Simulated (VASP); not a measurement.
A run of VASP 6.6.1 is set up as follows.

The input INCAR:

```
SYSTEM = BAs
ALGO = Normal
EDIFF = 1E-6
ENCUT = 560
GGA = CA
GGA_COMPAT = .FALSE.
ISIF = 2
ISMEAR = -1
LASPH = .TRUE.
LCHARG = .FALSE.
LREAL = .FALSE.
LWAVE = .FALSE.
NBANDS = 16
NELM = 120
PREC = Accurate
SIGMA = 0.05
```

The input KPOINTS:

```
k-points
0
G
  15 15 15
  0 0 0
```

The input POSCAR:

```
BAs
1.0
    0.0000000000      2.2675699192      2.2675699192
    2.2675699192      0.0000000000      2.2675699192
    2.2675699192      2.2675699192      0.0000000000
B As
1 1
Direct
    0.0000000000      0.0000000000      0.0000000000
    0.2500000000      0.2500000000      0.2500000000
```

Potentials or basis: VASP PAW LDA potentials, release 64 (B, As_d).

Launch:

```sh
$ cat potpaw_LDA.64/B/POTCAR potpaw_LDA.64/As_d/POTCAR > POTCAR
$ mpirun -np 1 vasp_std > vasp.out
```

Problem. Predict the band gap on the k mesh.

Solution. 0.98 eV (least direct gap 3.47 eV).

Problem. Estimate the pressure.

Solution. 24.7 GPa.

Caveat: the cell stands under pressure; an odd mesh through Γ misses points on the zone boundary, where band edges can lie.
